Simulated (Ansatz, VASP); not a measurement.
**AlGaN2 in VASP and in Ansatz**

```
CELL_PARAMETERS angstrom
3.16777 0.00000 0.00000
0.00000 3.16777 0.00000
0.00000 0.00000 4.07026
ATOMIC_POSITIONS crystal
Al 0.50000 0.50000 0.50000
Ga 0.00000 0.00000 0.00000
N 0.50000 0.00000 0.74007
N 0.00000 0.50000 0.25993
```

Alike in both runs: task relaxation of the atoms; functional LDA; k mesh 8 × 8 × 6; occupations gaussian, width 0.05 eV; no spin polarisation.

|  | VASP | Ansatz |
| --- | --- | --- |
| version | VASP 6.6.1 | Ansatz 0.2.0 |
| potentials or method | VASP PAW LDA potentials, release 64 (Al, Ga_d, N), cutoff 520 eV | scalar-relativistic, plane waves, PAW |
| valence electrons in the cell | 26 | 26 |

```tsv
	VASP	Ansatz	Ansatz less VASP
gap on the k mesh at the Fermi level, each at its own relaxed structure (eV)	3.36	3.36	+0.004
```

Ansatz warns that its potentials were made for another functional, while VASP's fit it. LDA's correlation is that of Perdew and Zunger in VASP and of Perdew and Wang (1992) in Ansatz. Ansatz's warnings: stress scf threshold loose.
